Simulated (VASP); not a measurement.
# Si3Se2 (I-4m2) in VASP: single point with PBE

Aim: the single point of Si3Se2 with PBE.

Program: VASP 6.6.1. These are calculated values, not measurements. Logs are shortened: lines on timing, memory, paths and dates and some standing lists are left out, and cuts for length are marked.

### 1 The cell of the first run

It takes space group I-4m2 (No. 119, tetragonal). The conventional cell has a = 3.752 Å, b = 3.752 Å, c = 17.886 Å, α = 90.00°, β = 90.00°, γ = 90.00°. Si (site symmetry 2mm) has 2 Si at 2.33 Å and 2 Se at 2.36 Å within 3.1 Å. Si (site symmetry -4m2) has 4 Si at 2.33 Å within 3.1 Å. Within 3.1 Å of Se (site symmetry 2mm) lie 2 Si at 2.36 Å.

### 2 Single point, PBE

INCAR

```
PREC     = Accurate       # precision mode
ENCUT    = 520            # plane-wave cutoff, eV
EDIFF    = 1E-6           # SCF threshold, eV
ISMEAR   = 0              # smearing method
SIGMA    = 0.2            # smearing width, eV
LREAL    = F              # projectors in reciprocal space
LASPH    = T              # aspherical terms in the spheres
NELM     = 100            # most SCF steps
ALGO     = Normal         # electronic algorithm
ISIF     = 2              # what is computed and relaxed
LWAVE    = F              # write WAVECAR
LCHARG   = T              # write CHGCAR
GGA      = PE             # functional
LELF     = T              # ELF
LVHAR    = T            
NBANDS   = 20             # bands
```

KPOINTS

```
Automatic mesh
0
Gamma
  6 6 6
```

POSCAR

```
Si3Se2
1.0
   -1.8761195005      1.8761195005      8.9431918842
    1.8761195005     -1.8761195005      8.9431918842
    1.8761195005      1.8761195005     -8.9431918842
Si Se
3 2
Direct
    0.4225987553      0.9225987553      0.5000000000
    0.0774012447      0.5774012447      0.5000000000
    0.0000000000      0.0000000000      0.0000000000
    0.3426860763      0.3426860763      0.0000000000
    0.6573139237      0.6573139237      0.0000000000
```

Potentials or basis: VASP PAW PBE potentials, release 64 (Si, Se).

Launch:

```
$ cat potpaw_PBE.64/Si/POTCAR potpaw_PBE.64/Se/POTCAR > POTCAR
$ mpirun -np 1 vasp_std > vasp.out
```

OUTCAR:

```text
PREC = Accurate
   ENCUT = 520
   EDIFF = 1E-6
   ISMEAR = 0
   LREAL = F
   LASPH = T
   NELM = 100
   ISIF = 2
   GGA = PE

 ion  position               nearest neighbor table
   1  0.423  0.923  0.500-   3 2.33   3 2.33   4 2.36   4 2.36
   2  0.077  0.577  0.500-   3 2.33   3 2.33   5 2.36   5 2.36
   3  0.000  0.000  0.000-   1 2.33   2 2.33   2 2.33   1 2.33
   4  0.343  0.343  0.000-   1 2.36   1 2.36
   5  0.657  0.657  0.000-   2 2.36   2 2.36

  LATTYP: Found a body centered tetragonal cell.
 ALAT       =     3.7522390010
 C/A-ratio  =     4.7668562060

  Lattice vectors:

 A1 = (  -1.8761195005,   1.8761195005,   8.9431918842)
 A2 = (   1.8761195005,  -1.8761195005,   8.9431918842)
 A3 = (   1.8761195005,   1.8761195005,  -8.9431918842)

Analysis of symmetry for initial positions (statically):
=====================================================================
 Subroutine PRICEL returns:
 Original cell was already a primitive cell.

 Routine SETGRP: Setting up the symmetry group for a
 body centered tetragonal supercell.

 Subroutine GETGRP returns: Found  8 space group operations
 (whereof  8 operations were pure point group operations)
 out of a pool of 16 trial point group operations.

The static configuration has the point symmetry D_2d.

Analysis of symmetry for dynamics (positions and initial velocities):
=====================================================================
 Subroutine PRICEL returns:
 Original cell was already a primitive cell.

 Routine SETGRP: Setting up the symmetry group for a
 body centered tetragonal supercell.

 Subroutine GETGRP returns: Found  8 space group operations
 (whereof  8 operations were pure point group operations)
 out of a pool of 16 trial point group operations.

The dynamic configuration has the point symmetry D_2d.

 Subroutine INISYM returns: Found  8 space group operations
 (whereof  8 operations are pure point group operations),
 and found     1 'primitive' translations

----------------------------------------------------------------------------------------

                                     Primitive cell

  volume of cell :     125.9139

[... 84 lines left out ...]
 SYSTEM =  unknown system
   PREC   = accura    normal or accurate (medium, high low for compatibility)
   ISTART =      0    job   : 0-new  1-cont  2-samecut
   ICHARG =      2    charge: 1-file 2-atom 10-const
   ISPIN  =      1    spin polarized calculation?
   LNONCOLLINEAR =      F non collinear calculations
   LSORBIT =      F    spin-orbit coupling
   LASPH  =      T    aspherical Exc in radial PAW
   ENCUT  =  520.0 eV  38.22 Ry    6.18 a.u.  17.34 17.34 17.34*2*pi/ulx,y,z
   NELM   =    100;   NELMIN=  2; NELMDL= -5     # of ELM steps
   EDIFF  = 0.1E-05   stopping-criterion for ELM
   LREAL  =      F    real-space projection
   EDIFFG = 0.1E-04   stopping-criterion for IOM
   NSW    =      0    number of steps for IOM
   IBRION =     -1    ionic relax: 0-MD 1-quasi-New 2-CG
   NFREE  =      0    steps in history (QN), initial steepest desc. (CG)
   ISIF   =      2    stress and relaxation
   ISYM   =      2    0-nonsym 1-usesym 2-fastsym
   POTIM  = 0.5000    time-step for ionic-motion
   TEBEG  =    0.0;   TEEND  =   0.0 temperature during run
   PSTRESS=    0.0 pullay stress
   NELECT =      24.0000    total number of electrons
   NUPDOWN=      -1.0000    fix difference up-down
   EMIN   =  10.00;   EMAX   =-10.00  energy-range for DOS
   EFERMI =   0.00;   METHOD = LEGACY
   ISMEAR =     0;   SIGMA  =   0.20  broadening in eV -4-tet -1-fermi 0-gaus
   EFERMI_NEDOS =   21; number of points for ismear=-14 and -15
   IALGO  =     38    algorithm
   IMIX   =      4    mixing-type and parameters
     AMIX     =   0.40;   BMIX     =  1.00
     AMIX_MAG =   1.60;   BMIX_MAG =  1.00
  volume/ion in A,a.u.               =      25.18       169.94
  Fermi-wavevector in a.u.,A,eV,Ry     =   0.942151  1.780408 12.077203  0.887649
  Thomas-Fermi vector in A             =   2.069733
   LORBIT       =      0    0 simple, 1 ext, 2 COOP (PROOUT), +10 PAW based schemes
   GGA     = PE    functional components
   LHFCALC =     F    Hartree Fock is set to
   AEXX    =    0.0000 exact exchange contribution
   IVDW    =     0    specifies the selected vdW correction
   LEPSILON=     F    determine dielectric tensor
   LRPA    =     F    only Hartree local field effects (RPA)
 non-spin polarized calculation
 Gauss-broadening in eV      SIGMA  =   0.20
  energy-cutoff  :      520.00
  volume of cell :      125.91
 maximum number of plane-waves:      3422
 NGX is ok and might be reduce to    70
   NGX = 35   NGY = 35   NGZ = 35

 number of electron      24.0000000 magnetization

 Free energy of the ion-electron system (eV)
  ---------------------------------------------------
  ext. energy  EPLUGINS =         0.00000000
  ---------------------------------------------------
  free energy    TOTEN  =       -24.07638011 eV

  energy without entropy =      -24.06544100  energy(sigma->0) =      -24.07091055

 E-fermi :   3.7245     XC(G=0):  -8.5919

 val. band max:        3.6464266640   @ k =  -0.1667  -0.1667   0.1667
 cond. band min:       3.7883632952   @ k =  -0.3333  -0.3333   0.3333
 fundamental gap:      0.1419366312
 Fermi energy:         3.7244750081

 k-point     1 :       0.0000    0.0000    0.0000
  band No.  band energies     occupation
      1     -10.5181      2.00000
      2     -10.2343      2.00000
      3      -6.9060      2.00000
      4      -3.3828      2.00000
      5      -0.3940      2.00000
      6       0.0498      2.00000
[... 541 lines left out ...]
     19       9.2816      0.00000
     20       9.6865      0.00000

 [... further k-points ...]
[... 5 lines left out ...]
  --------------------------------------------------------------------------------------
  -------------------------------------------------------------------------------------
  Total        0.0833919      0.0833919      0.3436065      0.0000000      0.0000000     -0.0000000
  in kB        1.0611113      1.0611113      4.3721839      0.0000000      0.0000000     -0.0000000
  external PRESSURE =       2.1648022 kB  Pullay stress =       0.0000000 kB

 VOLUME and BASIS-vectors are now :
 -----------------------------------------------------------------------------
  energy-cutoff  :      520.00
  volume of cell :      125.91
      direct lattice vectors                 reciprocal lattice vectors
    -1.876119500  1.876119500  8.943191884     0.000000000  0.266507544  0.055908450
     1.876119500 -1.876119500  8.943191884     0.266507544  0.000000000  0.055908450
     1.876119500  1.876119500 -8.943191884     0.266507544  0.266507544  0.000000000

 POSITION                                       TOTAL-FORCE (eV/Angst)
 -----------------------------------------------------------------------------------
      1.87612     -0.00000      7.55876        -0.000000     -0.000000      0.087669
      1.87612     -0.00000      1.38443        -0.000000     -0.000000     -0.087669
      0.00000      0.00000      0.00000         0.000000      0.000000      0.000000
      0.00000      0.00000      6.12941         0.000000      0.000000     -0.055807
      0.00000      0.00000     11.75697         0.000000      0.000000      0.055807
 -----------------------------------------------------------------------------------
    total drift:                                0.000000     -0.000000      0.000000

  FREE ENERGIE OF THE ION-ELECTRON SYSTEM (eV)
  ---------------------------------------------------
  free  energy   TOTEN  =       -24.0763801063 eV

  energy  without entropy=      -24.0654410009  energy(sigma->0) =      -24.07091055
```

stdout:

```text
POSCAR found type information on POSCAR SiSe
 POSCAR found :  2 types and       5 ions
 scaLAPACK will be used
 LDA part: xc-table for (Slater+PW92), standard interpolation
 POSCAR, INCAR and KPOINTS ok, starting setup
 FFT: planning ... GRIDC
 FFT: planning ... GRID_SOFT
 FFT: planning ... GRID
 WAVECAR not read
 entering main loop
```

Wall time 5.7 min (1 thread of AMD EPYC 7R43 (Zen 3), shared host); peak memory 0.62 GiB.

What came out:

```
Free energy            : -24.0764 eV
Pressure               : 0.2 GPa
Largest force          : 0.088 eV/Å
Band gap on the k mesh : zero (filled and empty bands overlap)
```

Forces in eV/Å, atoms in the order of the input:
```
Si   0.000  0.000  0.088
Si   0.000  0.000 -0.088
Si   0.000  0.000  0.000
Se   0.000  0.000 -0.056
Se   0.000  0.000  0.056
```

Stress tensor (GPa, compression positive):
```
0.11 0.00 0.00
0.00 0.11 0.00
0.00 0.00 0.44
```

Levels at points of the mesh, in eV from the Fermi level:
```csv
k point,band 10,band 11,band 12,band 13,band 14,band 15
"(0.00, 0.00, 0.00)",-1.43,-0.19,-0.19,-0.18,1.10,1.43
"(0.50, 0.00, 0.00)",-1.96,-1.44,-0.48,0.62,2.46,2.80
"(0.50, 0.50, 0.00)",-3.30,-2.79,-2.49,1.17,1.61,1.84
"(0.50, 0.50, 0.50)",-2.37,-0.28,-0.28,0.12,1.06,1.40
```

Caveat: the k points lie up to 0.39 Å⁻¹ apart.
